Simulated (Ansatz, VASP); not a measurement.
**NiO2 in VASP and in Ansatz**

Contents of INCAR:

```
SYSTEM = NiO2
PREC = Accurate
ENCUT = 700
EDIFF = 1E-6
ISMEAR = 0
SIGMA = 0.05
LREAL = .False.
LASPH = .True.
NELM = 120
ALGO = Normal
ISIF = 2
LWAVE = .False.
LCHARG = .False.
GGA = CA
NBANDS = 22
GGA_COMPAT = .False.
```

KPOINTS

```
regular mesh
0
Gamma
  12 12 6
  0 0 0
```

Contents of POSCAR:

```
NiO2
1.0
    2.6872726493      0.0000000000      0.0000000000
   -1.3436363247      2.3272463812      0.0000000000
    0.0000000000      0.0000000000      4.4458238710
Ni O
1 2
Direct
    0.0000000000      0.0000000000      0.5000000000
    0.6666666667      0.3333333333      0.7305104846
    0.3333333333      0.6666666667      0.2694895154
```

Input for Ansatz:

```yaml
crystal:
  lattice:
    - [2.6872726493, 0.0, 0.0]
    - [-1.3436363247, 2.3272463812, 0.0]
    - [0.0, 0.0, 4.445823871]
  atoms:
    - { symbol: Ni, position: [0.0, 0.0, 0.5] }
    - { symbol: O, position: [0.6666666667, 0.3333333333, 0.7305104846] }
    - { symbol: O, position: [0.3333333333, 0.6666666667, 0.2694895154] }
basis:
  ecutwfc: 520.0
kpoints:
  mp_grid: { grid: [12, 12, 6] }
hamiltonian:
  xc: lda
  pseudopotentials: { kind: paw }
scf:
  occupations: { method: gaussian, width: 0.05 }
output:
  forces: true
  stress: true
  eigenvalues: true
```

Alike in both runs: task single point; functional LDA; k mesh 12 × 12 × 6; occupations gaussian, width 0.05 eV; no spin polarisation.

|  | VASP | Ansatz |
| --- | --- | --- |
| version | VASP 6.6.1 | Ansatz 0.2.0 |
| potentials or method | VASP PAW LDA potentials, release 64 (Ni_sv_GW, O), cutoff 700 eV | scalar-relativistic, plane waves, PAW |
| valence electrons in the cell | 30 | 30 |

```tsv
	VASP	Ansatz	Ansatz less VASP
gap on the k mesh at the Fermi level (eV)	0.79	0.80	+0.016
least direct gap on the mesh (eV)	0.90	0.91	+0.013
pressure (GPa)	-2.0	-3.2	-1.29
traceless stress, the component that is largest in VASP (GPa)	-13.31	-12.79	+0.516
rms of the force components (eV/Å)	0.576	0.635	+0.0593
```

LDA's correlation is that of Perdew and Zunger in VASP and of Perdew and Wang (1992) in Ansatz. Atom by atom the forces differ by 0.059 eV/Å (rms over components).
